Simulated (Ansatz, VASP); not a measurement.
**One calculation of ScGa3, two programs**

INCAR

```
  PREC = Accurate
  ENCUT = 520
  EDIFF = 1E-8
  ISMEAR = -1
  SIGMA = 0.05
  LREAL = F
  LASPH = T
  NELM = 100
  ALGO = Normal
  ISIF = 2
  LWAVE = F
  LCHARG = F
  GGA = CA
  LEFG = T
  NBANDS = 33
```

Contents of KPOINTS:

```
regular mesh
0
Gamma
  9 9 9
```

File POSCAR:

```
ScGa3
1.0
    4.0950000000      0.0000000000      0.0000000000
    0.0000000000      4.0950000000      0.0000000000
    0.0000000000      0.0000000000      4.0540500000
Sc Ga
1 3
Direct
    0.0000000000      0.0000000000      0.0000000000
    0.0000000000      0.5000000000      0.5000000000
    0.5000000000      0.0000000000      0.5000000000
    0.5000000000      0.5000000000      0.0000000000
```

Input for Ansatz:

```yaml
crystal:
  lattice:
    - [4.095, 0.0, 0.0]
    - [0.0, 4.095, 0.0]
    - [0.0, 0.0, 4.05405]
  atoms:
    - { symbol: Sc, position: [0.0, 0.0, 0.0] }
    - { symbol: Ga, position: [0.0, 0.5, 0.5] }
    - { symbol: Ga, position: [0.5, 0.0, 0.5] }
    - { symbol: Ga, position: [0.5, 0.5, 0.0] }
kpoints:
  mp_grid: { grid: [9, 9, 9] }
scf:
  occupations: { method: fermi_dirac, width: 0.05 }
hamiltonian:
  xc: lda
  pseudopotentials: { kind: paw }
output:
  forces: true
  stress: true
  eigenvalues: true
  efg: { contact_densities: true }
```

Change from the starting cell: zz strain of -1 %, PAW files.

Alike in both runs: task electric field gradients; functional LDA; k mesh 9 × 9 × 9; occupations fermi-dirac, width 0.05 eV; no spin polarisation.

|  | VASP | Ansatz |
| --- | --- | --- |
| version | VASP 6.6.1 | Ansatz 0.2.0 |
| potentials or method | VASP PAW LDA potentials, release 64 (Sc_sv, Ga_d) | PAW with Ansatz's default frozen-core files, scalar-relativistic |
| plane-wave cutoff (eV) | 520 | 420 |
| valence electrons in the cell | 50 | 50 |

VASP gave:

```
pressure (GPa)                                                : -4.6
traceless stress, the component that is largest in VASP (GPa) : 0.78
size of Vzz on the site where it differs most (V/Å²)          : 61.3
```

Q: Which values does Ansatz return?

A: Pressure (GPa): -4.8; traceless stress, the component that is largest in VASP (GPa): 0.78; size of Vzz on the site where it differs most (V/Å²): 63.8.

LDA's correlation is that of Perdew and Zunger in VASP and of Perdew and Wang (1992) in Ansatz.
